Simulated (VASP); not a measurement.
# Te2Mo (P6_3/mmc) in VASP: further runs, part 2 of 2

VASP 6.6.1. Earlier steps stand in the parts before.

### 3 Single point, PBE (strain +4.0%)

The input, INCAR:

```
SYSTEM = Te2Mo
PREC = Accurate ; ENCUT = 520
EDIFF = 1E-6 ; ISMEAR = -1
SIGMA = 0.02 ; LREAL = .False.
LASPH = .True. ; NELM = 100
ALGO = Normal ; ISIF = 2
LWAVE = .False. ; LCHARG = .False.
GGA = PE ; NBANDS = 35
```

The input, KPOINTS:

```
Automatic mesh
0
Gamma
  12 12 2
  0 0 0
```

The input, POSCAR:

```
Te2Mo
1.0
    3.6838163913      0.0000000000      0.0000000000
   -1.8419081956      3.1902785777      0.0000000000
    0.0000000000      0.0000000000     14.7437388449
Mo Te
2 4
Direct
    0.3333333333      0.6666666667      0.2500000000
    0.6666666667      0.3333333333      0.7500000000
    0.6666666667      0.3333333333      0.3688256293
    0.6666666667      0.3333333333      0.1311743707
    0.3333333333      0.6666666667      0.8688256293
    0.3333333333      0.6666666667      0.6311743707
```

Potentials or basis: VASP PAW PBE potentials, release 64 (Mo_sv, Te).

Started as:

```bash
$ cat potpaw_PBE.64/Mo_sv/POTCAR potpaw_PBE.64/Te/POTCAR > POTCAR
$ mpirun -np 1 vasp_std > vasp.out
```

OUTCAR:

```text
SYSTEM = Te2Mo
   PREC = Accurate
   ENCUT = 520
   EDIFF = 1E-6
   ISMEAR = -1
   LREAL = .False.
   LASPH = .True.
   NELM = 100
   ISIF = 2
   GGA = PE

 ion  position               nearest neighbor table
   1  0.333  0.667  0.250-   3 2.76   4 2.76   3 2.76   4 2.76   3 2.76   4 2.76
   2  0.667  0.333  0.750-   5 2.76   6 2.76   5 2.76   6 2.76   5 2.76   6 2.76
   3  0.667  0.333  0.369-   1 2.76   1 2.76   1 2.76   4 3.50
   4  0.667  0.333  0.131-   1 2.76   1 2.76   1 2.76   3 3.50
   5  0.333  0.667  0.869-   2 2.76   2 2.76   2 2.76   6 3.50
   6  0.333  0.667  0.631-   2 2.76   2 2.76   2 2.76   5 3.50

  LATTYP: Found a hexagonal cell.
 ALAT       =     3.6838163913
 C/A-ratio  =     4.0023001363

  Lattice vectors:

 A1 = (   3.6838163913,   0.0000000000,   0.0000000000)
 A2 = (  -1.8419081956,   3.1902785777,   0.0000000000)
 A3 = (   0.0000000000,   0.0000000000,  14.7437388449)

Analysis of symmetry for initial positions (statically):
=====================================================================
 Subroutine PRICEL returns:
 Original cell was already a primitive cell.

 Routine SETGRP: Setting up the symmetry group for a
 hexagonal supercell.

 Subroutine GETGRP returns: Found 24 space group operations
 (whereof 12 operations were pure point group operations)
 out of a pool of 24 trial point group operations.

The static configuration has the point symmetry D_3d.
 The point group associated with its full space group is D_6h.

Analysis of symmetry for dynamics (positions and initial velocities):
=====================================================================
 Subroutine PRICEL returns:
 Original cell was already a primitive cell.

 Routine SETGRP: Setting up the symmetry group for a
 hexagonal supercell.
[... 126 lines left out ...]
   NUPDOWN=      -1.0000    fix difference up-down
   EMIN   =  10.00;   EMAX   =-10.00  energy-range for DOS
   EFERMI =   0.00;   METHOD = LEGACY
   ISMEAR =    -1;   SIGMA  =   0.02  broadening in eV -4-tet -1-fermi 0-gaus
   EFERMI_NEDOS =   21; number of points for ismear=-14 and -15
   IALGO  =     38    algorithm
   IMIX   =      4    mixing-type and parameters
     AMIX     =   0.40;   BMIX     =  1.00
     AMIX_MAG =   1.60;   BMIX_MAG =  1.00
  volume/ion in A,a.u.               =      28.88       194.89
  Fermi-wavevector in a.u.,A,eV,Ry     =   1.096052  2.071238 16.345090  1.201330
  Thomas-Fermi vector in A             =   2.232387
   LORBIT       =      0    0 simple, 1 ext, 2 COOP (PROOUT), +10 PAW based schemes
   GGA     = PE    functional components
[... 5 lines left out ...]
 non-spin polarized calculation
  energy-cutoff  :      520.00
  volume of cell :      173.27
 maximum number of plane-waves:      4710
 NGX is ok and might be reduce to    28
   NGX = 13   NGY = 13   NGZ = 55

 number of electron      52.0000000 magnetization

 Free energy of the ion-electron system (eV)
  ---------------------------------------------------
  ext. energy  EPLUGINS =         0.00000000
  ---------------------------------------------------
  free energy    TOTEN  =       -35.90365696 eV

  energy without entropy =      -35.90365689  energy(sigma->0) =      -35.90365692

 E-fermi :   6.6892     XC(G=0):  -9.6171

 val. band max:        6.4709316501   @ k =   0.0000   0.0000   0.0000
 cond. band min:       6.9476510130   @ k =   0.3333   0.3333   0.0000
 fundamental gap:      0.4767193629
 Fermi energy:         6.6891644484

 k-point     1 :       0.0000    0.0000    0.0000
  band No.  band energies     occupation
      1     -54.5525      2.00000
      2     -54.5525      2.00000
      3     -28.6309      2.00000
      4     -28.6309      2.00000
      5     -28.6279      2.00000
      6     -28.6279      2.00000
[... 901 lines left out ...]
     34       9.6177      0.00000
     35      11.4672      0.00000

 [... further k-points ...]

------------------------ aborting loop because EDIFF is reached ----------------------------------------

  FORCE on cell =-STRESS in cart. coord.  units (eV):
  Direction    XX          YY          ZZ          XY          YZ          ZX
  --------------------------------------------------------------------------------------
  -------------------------------------------------------------------------------------
  Total       -4.2303975     -4.2303975      1.2335776     -0.0000000      0.0000000     -0.0000000
  in kB      -39.1162800    -39.1162800     11.4062489     -0.0000000      0.0000000     -0.0000000
  external PRESSURE =     -22.2754370 kB  Pullay stress =       0.0000000 kB

 VOLUME and BASIS-vectors are now :
 -----------------------------------------------------------------------------
  energy-cutoff  :      520.00
  volume of cell :      173.27
      direct lattice vectors                 reciprocal lattice vectors
     3.683816391  0.000000000  0.000000000     0.271457612  0.156726125  0.000000000
    -1.841908196  3.190278578  0.000000000     0.000000000  0.313452251  0.000000000
     0.000000000  0.000000000 14.743738845     0.000000000  0.000000000  0.067825401

 POSITION                                       TOTAL-FORCE (eV/Angst)
 -----------------------------------------------------------------------------------
     -0.00000      2.12685      3.68593         0.000000     -0.000000      0.000000
      1.84191      1.06343     11.05780        -0.000000      0.000000      0.000000
      1.84191      1.06343      5.43787        -0.000000      0.000000      0.167491
      1.84191      1.06343      1.93400        -0.000000      0.000000     -0.167491
     -0.00000      2.12685     12.80974        -0.000000      0.000000      0.167491
     -0.00000      2.12685      9.30587        -0.000000     -0.000000     -0.167491
 -----------------------------------------------------------------------------------
    total drift:                               -0.000000      0.000000     -0.000000

  FREE ENERGIE OF THE ION-ELECTRON SYSTEM (eV)
  ---------------------------------------------------
  free  energy   TOTEN  =       -35.9036569585 eV

  energy  without entropy=      -35.9036568882  energy(sigma->0) =      -35.90365692
```

Run time: 4.2 min. Hardware: 1 thread of Intel Xeon Platinum 8259CL at 2.50GHz (Skylake/Cascade Lake), shared host; peak memory 0.4 GiB.

What came out:

```yaml
Free_energy: -35.9037 eV
Pressure: -2.2 GPa
Largest_force: 0.167 eV/Å
Band_gap_on_the_k_mesh: 0.48 eV (least direct gap 0.77 eV)
```

Forces in eV/Å, atoms in the order of the input:
```
Mo   0.000  0.000  0.000
Mo   0.000  0.000  0.000
Te   0.000  0.000  0.167
Te   0.000  0.000 -0.167
Te   0.000  0.000  0.167
Te   0.000  0.000 -0.167
```

Levels at points of the mesh, in eV from the valence-band top:
```csv
k point,band 23,band 24,band 25,band 26,band 27,band 28,band 29,band 30
"(0.00, 0.00, 0.00)",-1.32,-0.64,-0.49,0.00,2.43,2.43,2.48,2.48
"(0.50, 0.00, 0.00)",-0.97,-0.93,-0.87,-0.86,0.85,0.88,1.14,1.24
"(0.00, 0.00, 0.50)",-1.33,-1.33,-0.10,-0.10,2.45,2.45,2.45,2.45
"(0.50, 0.00, 0.50)",-0.92,-0.92,-0.90,-0.90,0.87,0.87,1.20,1.20
```

Caveat: the cell differs from its parent crystal (strain +4.0%); spin-orbit coupling is left out, which moves the levels of the heavy elements; this functional lacks dispersion, which binds the layers, so the pressure and a relaxed spacing across them are unreliable.

### 4 Single point, r2SCAN (strain -4.0%)

The input, POSCAR:

```
Te2Mo
1.0
    3.4004458996      0.0000000000      0.0000000000
   -1.7002229498      2.9448725333      0.0000000000
    0.0000000000      0.0000000000     13.6096050876
Mo Te
2 4
Direct
    0.3333333333      0.6666666667      0.2500000000
    0.6666666667      0.3333333333      0.7500000000
    0.6666666667      0.3333333333      0.3845482944
    0.6666666667      0.3333333333      0.1154517056
    0.3333333333      0.6666666667      0.8845482944
    0.3333333333      0.6666666667      0.6154517056
```

The input, INCAR.step1:

```
ALGO     = Normal         # electronic algorithm
EDIFF    = 1E-4           # SCF threshold, eV
ENCUT    = 520            # plane-wave cutoff, eV
GGA      = PE             # functional
ISMEAR   = 0              # smearing method
LASPH    = True           # aspherical terms in the spheres
LCHARG   = False          # write CHGCAR
LREAL    = False          # projectors in reciprocal space
LWAVE    = True           # write WAVECAR
NBANDS   = 35             # bands
NELM     = 80             # most SCF steps
PREC     = Accurate       # precision mode
SIGMA    = 0.01           # smearing width, eV
```

The input, INCAR.step2:

```
ALGO     = Normal         # electronic algorithm
EDIFF    = 1E-7           # SCF threshold, eV
ENCUT    = 520            # plane-wave cutoff, eV
ISIF     = 2              # what is computed and relaxed
ISMEAR   = 0              # smearing method
ISTART   = 1            
LASPH    = True           # aspherical terms in the spheres
LCHARG   = True           # write CHGCAR
LELF     = True           # ELF
LMIXTAU  = True         
LREAL    = False          # projectors in reciprocal space
LVHAR    = True         
LWAVE    = False          # write WAVECAR
METAGGA  = R2SCAN         # meta-GGA
NBANDS   = 35             # bands
NELM     = 80             # most SCF steps
PREC     = Accurate       # precision mode
SIGMA    = 0.01           # smearing width, eV
```

The input, KPOINTS:

```
k-points
0
Gamma
  12 12 2
```

Started as:

```bash
$ cat potpaw_PBE.64/Mo_sv/POTCAR potpaw_PBE.64/Te/POTCAR > POTCAR
$ cp INCAR.step1 INCAR
$ mpirun -np 1 vasp_std > vasp.out
$ cp INCAR.step2 INCAR
$ mpirun -np 1 vasp_std > vasp.out
```

Wall time 17 min (1 thread of Intel Xeon Platinum 8259CL at 2.50GHz (Skylake/Cascade Lake), shared host); peak memory 0.4 GiB.

It converged, with:

- Free energy: -155.1059 eV
- Pressure: 9.1 GPa
- Band gap on the k mesh: 0.76 eV (least direct gap 0.95 eV)

Stress tensor (GPa, compression positive):
```
10.47  0.00  0.00
 0.00 10.47  0.00
 0.00  0.00  6.46
```

Levels at points of the mesh, in eV from the valence-band top:
| k point | band 23 | band 24 | band 25 | band 26 | band 27 | band 28 | band 29 | band 30 |
| --- | --- | --- | --- | --- | --- | --- | --- | --- |
| (0.00, 0.00, 0.00) | -0.90 | -0.90 | -0.33 | -0.04 | 3.40 | 3.40 | 3.61 | 3.61 |
| (0.50, 0.00, 0.00) | -1.17 | -1.15 | -0.51 | -0.03 | 1.67 | 1.69 | 1.74 | 2.23 |
| (0.00, 0.00, 0.50) | -0.93 | -0.93 | -0.13 | -0.13 | 3.45 | 3.45 | 3.45 | 3.45 |
| (0.50, 0.00, 0.50) | -1.13 | -1.13 | -0.28 | -0.28 | 1.70 | 1.70 | 1.97 | 1.97 |

Caveat: the cell differs from its parent crystal (strain -4.0%); the cell stands under pressure; the PAW data sets were made with another functional, which shifts forces and pressure a little; spin-orbit coupling is left out, which moves the levels of the heavy elements. A k mesh can miss the band edges.

### 5 Summary

| level | cell | smearing | gap on the mesh (eV) | pressure (GPa) | largest force (eV/Å) |
| --- | --- | --- | --- | --- | --- |
| PBE | a = 3.648, b = 3.648, c = 14.602 Å, angles 90.0, 90.0, 120.0°, 6 atoms, strain +3.0% | fermi-dirac 0.02 eV | 0.58 | -1.4 | 0.17 |
| PBE | a = 3.684, b = 3.684, c = 14.744 Å, angles 90.0, 90.0, 120.0°, 6 atoms, strain +4.0% | fermi-dirac 0.02 eV | 0.48 | -2.2 | 0.17 |
| r2SCAN | a = 3.400, b = 3.400, c = 13.610 Å, angles 90.0, 90.0, 120.0°, 6 atoms, strain -4.0% | gaussian 0.01 eV | 0.76 | 9.1 | - |

Alike in all rows: task single point; potentials or basis VASP PAW PBE potentials, release 64 (Mo_sv, Te); no spin polarisation; k mesh 12 × 12 × 2; cutoff (eV) 520.

Caveats: spin-orbit coupling is left out, which moves the levels of the heavy elements; this functional lacks dispersion, which binds the layers, so the pressure and a relaxed spacing across them are unreliable (at least some runs); the cell stands under pressure (at least some runs); the PAW data sets were made with another functional, which shifts forces and pressure a little (at least some runs).

Absolute energies hang on the potentials; compare differences alone.
